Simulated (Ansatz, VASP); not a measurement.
# Two plane-wave programs on LiGeN

INCAR

```
SYSTEM = LiGeN
ALGO = Normal
EDIFF = 1E-6
ENCUT = 520
GGA = PE
ISIF = 2
ISMEAR = 0
LASPH = .TRUE.
LCHARG = .FALSE.
LREAL = .FALSE.
LWAVE = .FALSE.
NBANDS = 31
NELM = 60
PREC = Accurate
SIGMA = 0.01
```

File KPOINTS:

```
k-points
0
G
  9 9 2
  0 0 0
```

File POSCAR:

```
LiGeN
1.0
    3.0745104054      0.0000000000      0.0000000000
   -1.5372552027      2.6626041153      0.0000000000
    0.0000000000      0.0000000000      9.6148748867
Li Ge N
2 2 2
Direct
    0.6666666667      0.3333333333      0.7416379770
    0.3333333333      0.6666666667      0.2416379770
    0.0000000000      0.0000000000      0.4985953034
    0.0000000000      0.0000000000      0.9985953034
    0.3333333333      0.6666666667      0.6044047196
    0.6666666667      0.3333333333      0.1044047196
```

Input for Ansatz:

```yaml
crystal:
  lattice:
    - [3.0745104054, 0.0, 0.0]
    - [-1.5372552027, 2.6626041153, 0.0]
    - [0.0, 0.0, 9.6148748867]
  atoms:
    - { symbol: Li, position: [0.6666666667, 0.3333333333, 0.741637977] }
    - { symbol: Li, position: [0.3333333333, 0.6666666667, 0.241637977] }
    - { symbol: Ge, position: [0.0, 0.0, 0.4985953034] }
    - { symbol: Ge, position: [0.0, 0.0, 0.9985953034] }
    - { symbol: "N", position: [0.3333333333, 0.6666666667, 0.6044047196] }
    - { symbol: "N", position: [0.6666666667, 0.3333333333, 0.1044047196] }
kpoints:
  mp_grid: { grid: [9, 9, 2] }
hamiltonian:
  xc: pbe
scf:
  occupations: { method: fixed }
  n_extra_bands: 5
output:
  forces: true
  stress: true
  eigenvalues: true
```

Alike in both runs: task single point; functional PBE; k mesh 9 × 9 × 2; no spin polarisation.

|  | VASP | Ansatz |
| --- | --- | --- |
| version | VASP 6.6.1 | Ansatz 0.2.0 |
| potentials or method | VASP PAW PBE potentials, release 64 (Li_sv, Ge_d, N) | plane waves, PAW |
| plane-wave cutoff (eV) | 520 | 420 |
| occupations | gaussian, width 0.01 eV | fixed |
| valence electrons in the cell | 44 | 44 |

|  | VASP | Ansatz | Ansatz less VASP |
| --- | --- | --- | --- |
| gap on the k mesh at the Fermi level (eV) | 1.51 | 1.51 | 0.000 |
| rms of the force components (eV/Å) | 0.181 | 0.191 | +0.0100 |

Atom by atom the forces differ by 0.010 eV/Å (rms over components).

Noted on VASP's run: the cutoff is under 1.25 times that of the potentials, so the pressure is a little rough.
